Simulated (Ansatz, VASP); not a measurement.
**Two plane-wave programs on Hf4O3**

The input INCAR:

```
  PREC = Accurate
  ENCUT = 600
  EDIFF = 1E-7
  ISMEAR = 0
  SIGMA = 0.2
  LREAL = False
  LASPH = True
  NELM = 100
  ALGO = Normal
  ISIF = 3
  LWAVE = False
  LCHARG = False
  GGA = PE
  IBRION = 2
  NSW = 80
  EDIFFG = -0.025
```

Contents of KPOINTS:

```
regular mesh
0
Gamma
  4 4 4
```

POSCAR

```
Hf4O3
1.0
   -0.0524974836      0.0835494961      4.8573535439
    4.9500966338     -0.0626555227     -0.0545729262
   -0.0626555227      5.0333904417      0.0868525533
Hf O
4 3
Direct
    0.7554586384      0.7689720401      0.7538073267
    0.7420217196      0.2354809269      0.2586470235
    0.2466976173      0.7346217027      0.2364675060
    0.2540006419      0.2467801344      0.7616548945
    0.4971815395      0.5067101474     -0.0219198480
    0.5074567483      0.0063727147      0.5137353563
    0.4971830950      0.5010623338      0.4976077410
```

Input for Ansatz:

```yaml
crystal:
  lattice:
    - [-0.0524974836, 0.0835494961, 4.8573535439]
    - [4.9500966338, -0.0626555227, -0.0545729262]
    - [-0.0626555227, 5.0333904417, 0.0868525533]
  atoms:
    - { symbol: Hf, position: [0.7554586384, 0.7689720401, 0.7538073267] }
    - { symbol: Hf, position: [0.7420217196, 0.2354809269, 0.2586470235] }
    - { symbol: Hf, position: [0.2466976173, 0.7346217027, 0.236467506] }
    - { symbol: Hf, position: [0.2540006419, 0.2467801344, 0.7616548945] }
    - { symbol: O, position: [0.4971815395, 0.5067101474, -0.021919848] }
    - { symbol: O, position: [0.5074567483, 0.0063727147, 0.5137353563] }
    - { symbol: O, position: [0.497183095, 0.5010623338, 0.497607741] }
basis:
  ecutwfc: 420
kpoints:
  mp_grid: { grid: [4, 4, 4] }
hamiltonian:
  xc: pbe
scf:
  occupations: { method: gaussian, width: 0.2 }
  lower_state_search: "off"
output:
  forces: true
  stress: true
  eigenvalues: true
relax:
  adjacent_minimum: "off"
  f_tol: 0.025
  max_steps: 60
  cell: { stress_tol: 0.25 }
```

Change from the starting cell: cell x1, atoms moved at random (sigma 0.05 Å) and cell strained at random (1.5 %), then relaxed without symmetry.

Alike in both runs: task relaxation of cell and atoms; functional PBE; k mesh 4 × 4 × 4; occupations gaussian, width 0.2 eV; no spin polarisation.

|  | VASP | Ansatz |
| --- | --- | --- |
| version | VASP 6.6.1 | Ansatz 0.2.0 |
| potentials or method | VASP PAW PBE potentials, release 64 (Hf_pv, O), cutoff 600 eV | scalar-relativistic, plane waves, PAW |
| valence electrons in the cell | 58 | 122 |

Ansatz gave:

| Item | Value |
| --- | --- |
| gap on the k mesh at the Fermi level, each at its own relaxed structure (eV) | none |
| relaxed volume (Å³/atom) | 16.86 |
| relaxed length of the cell vector where the two differ most in proportion (Å) | 4.793 |

Problem. Which values does VASP return?

Solution. gap on the k mesh at the Fermi level, each at its own relaxed structure (eV): none; relaxed volume (Å³/atom): 16.70; relaxed length of the cell vector where the two differ most in proportion (Å): 4.769.

A gap of «none» marks a metal or a gap that the smearing closes. VASP's potentials hold 58 valence electrons a cell and Ansatz's 122, so a difference there can come from the potentials and not from the codes.

Spin-orbit coupling is off throughout.
